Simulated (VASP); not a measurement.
LiCl:

```
CELL_PARAMETERS angstrom
0.00000 2.59852 2.59852
2.59852 0.00000 2.59852
2.59852 2.59852 0.00000
ATOMIC_POSITIONS crystal
Cl 0.50000 0.50000 0.50000
Li 0.00000 0.00000 0.00000
```

Base run:

| Property | Result |
| --- | --- |
| Program | VASP 6.6.1 |
| Functional | r2SCAN |
| Potentials or basis | VASP PAW PBE potentials, release 64 (Cl, Li_sv) |
| Cutoff | 520 eV |
| k mesh | 9 × 9 × 9 |
| Occupations | fermi-dirac, width 0.05 eV |
| Spin | no spin polarisation |

Its results: band gap on the k mesh 7.06 eV, direct.

The run is repeated on the same cell with these changes: functional from r2SCAN to PBEsol. What comes out?

Band gap on the k mesh 5.92 eV, direct.

r2SCAN gives the wider gap, since meta-GGAs in the generalised Kohn-Sham scheme recover part of the derivative discontinuity.

A k mesh can miss the band edges.
